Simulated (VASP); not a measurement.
## Si8HO16 (a cell with a defect): single point with PBE+D3(BJ)

The system is Si8HO16 (a cell with a defect).

```
CELL_PARAMETERS angstrom
-4.11800 -4.11800 0.00000
4.11800 -4.11800 0.00000
0.00000 0.00000 5.29800
ATOMIC_POSITIONS crystal
Si 0.66971 0.48542 0.08154
Si 0.00531 0.46568 0.32992
Si 0.55633 0.47138 0.59439
Si 0.99433 0.50290 0.73033
Si 0.06348 0.99473 0.06021
Si 0.48026 0.05607 0.37920
Si 0.02623 0.84505 0.54519
Si 0.49756 0.04652 0.88586
O 0.24461 0.52632 0.01772
O 0.91402 0.20283 0.25045
O 0.85786 0.50229 0.12861
O 0.96992 0.78389 0.11265
O 0.12561 0.46898 0.54283
O 0.93084 0.19330 0.87048
O 0.79559 0.58678 0.36255
O 0.92846 0.68366 0.77282
O 0.72629 0.10713 0.93779
O 0.49191 0.63006 0.36687
O 0.34111 0.00369 0.03835
O 0.52666 0.32166 0.25747
O 0.62948 0.10119 0.59792
O 0.61266 0.76696 0.68194
O 0.24414 0.02539 0.60327
O 0.56345 0.27868 0.69183
H 0.38180 0.38568 0.44188
```

```json
{"Program": "VASP 6.6.1", "Task": "single point", "Functional": "PBE", "Dispersion": "D3(BJ)", "Potentials or basis": "VASP PAW PBE potentials, release 64 (Si, O, H)", "Cutoff": "520 eV", "k mesh": "2 × 2 × 2", "Occupations": "fermi-dirac, width 0.05 eV", "Spin": "collinear spin", "Starting moments": "[0.0, 0.0, 0.0, 0.0, 0.0, 0.0, 0.0, 0.0, 0.0, 0.0, 0.0, 0.0, 0.0, 0.0, 0.0, 0.0, 0.0, 0.0, 0.0, 0.0, 0.0, 0.0, 0.0, 0.0, 1.0] μB", "Dipole correction": "no", "Further INCAR settings": "LREAL = Auto; ALGO = Normal; EDIFF = 1e-06; NBANDS = 86"}
```

```json
{"Pressure": "218.4 GPa", "Largest force": "67.656 eV/Å", "Net moment": "0.00 μB per cell", "Valence electrons inside the program's atomic spheres": "Si 2.44, 2.37, 2.22, 2.79, 1.90, 1.74, 1.67, 2.21; O 4.93, 5.23, 6.09, 5.41, 5.84, 5.12, 5.43, 5.42, 5.18, 5.66, 5.34, 5.49, 5.05, 5.17, 5.75 (each value once); H 0.66", "Dispersion energy per atom": "-0.246 eV"}
```

Forces on the atoms (eV/Å):
```
Si   45.731  46.518 -17.944
Si  -15.877  -1.041 -15.445
Si   27.473 -30.598  -9.246
Si  -38.777  34.243  21.342
Si    8.659  -9.925   1.433
Si   -1.815   7.552  -7.808
Si    4.627  -2.859  -2.609
Si  -12.985  -9.162 -26.048
O    -1.304   3.096  -1.547
O    -8.499  -0.742   6.916
O   -36.459 -36.175 -18.945
O    -0.398   1.971   4.505
O   -24.849 -15.097  -5.513
O    -3.398  -3.439  -6.608
O    12.231  -1.832  23.486
O    49.386 -27.952   8.713
O    -7.018  -6.037   9.937
O    12.674   1.624  -6.497
O    14.302  22.862  22.064
O    -5.485   7.826  -0.102
O   -15.284   0.413  -5.205
O     3.800   3.286   5.507
O    -0.680  -2.569   0.054
O    -8.658  15.483  20.405
H     2.602   2.553  -0.845
```

Stress tensor (GPa, compression positive):
```
231.44  10.13  -5.06
 10.13 205.08 -15.99
 -5.06 -15.99 218.61
```

Levels at points of the mesh, in eV from the Fermi level:
Spin up:
```tsv
k point	band 62	band 63	band 64	band 65	band 66	band 67
(0.00, 0.00, 0.00)	-1.04	-0.97	-0.63	-0.12	0.35	0.65
(0.50, 0.00, 0.00)	-1.05	-0.89	-0.74	-0.29	0.06	0.49
(0.00, 0.50, 0.00)	-1.29	-0.99	-0.18	0.16	0.40	0.61
(0.50, 0.50, 0.00)	-1.28	-0.96	-0.04	0.05	0.30	0.56
(0.00, 0.00, 0.50)	-1.38	-0.51	-0.36	-0.01	0.55	0.88
(0.50, 0.00, 0.50)	-1.22	-0.55	-0.16	0.12	0.44	0.57
(0.00, 0.50, 0.50)	-1.19	-0.66	-0.33	-0.28	0.42	0.97
(0.50, 0.50, 0.50)	-1.08	-0.71	-0.32	0.04	0.25	0.76
```
Spin down:
```
           k point  band 60  band 61  band 62  band 63  band 64  band 65  band 66  band 67  band 68  band 69
(0.00, 0.00, 0.00)    -1.91    -1.64    -1.04    -0.97    -0.63    -0.12     0.35     0.65     1.06     1.43
(0.50, 0.00, 0.00)    -2.10    -1.20    -1.05    -0.89    -0.74    -0.29     0.06     0.49     1.28     1.56
(0.00, 0.50, 0.00)    -2.17    -1.56    -1.29    -0.98    -0.18     0.16     0.40     0.62     1.00     1.38
(0.50, 0.50, 0.00)    -2.20    -1.48    -1.28    -0.96    -0.03     0.05     0.30     0.56     1.04     1.57
(0.00, 0.00, 0.50)    -1.94    -1.69    -1.38    -0.51    -0.36    -0.01     0.55     0.88     1.26     1.41
(0.50, 0.00, 0.50)    -1.91    -1.49    -1.22    -0.55    -0.16     0.12     0.44     0.57     1.12     1.48
(0.00, 0.50, 0.50)    -2.00    -1.93    -1.19    -0.66    -0.33    -0.28     0.42     0.97     1.24     1.43
(0.50, 0.50, 0.50)    -1.85    -1.54    -1.08    -0.71    -0.32     0.04     0.25     0.76     1.15     1.52
```

Run time: 3.7 min on 1 thread of Intel(R) Xeon(R) 6975P-C (Granite Rapids) (shared host), peak memory 0.44 GiB.

Caveat: the k points lie up to 0.59 Å⁻¹ apart; the standard files for N, O and F lose accuracy on very short bonds; atoms lie so close that the PAW spheres overlap strongly, which falsifies energies and pressures.
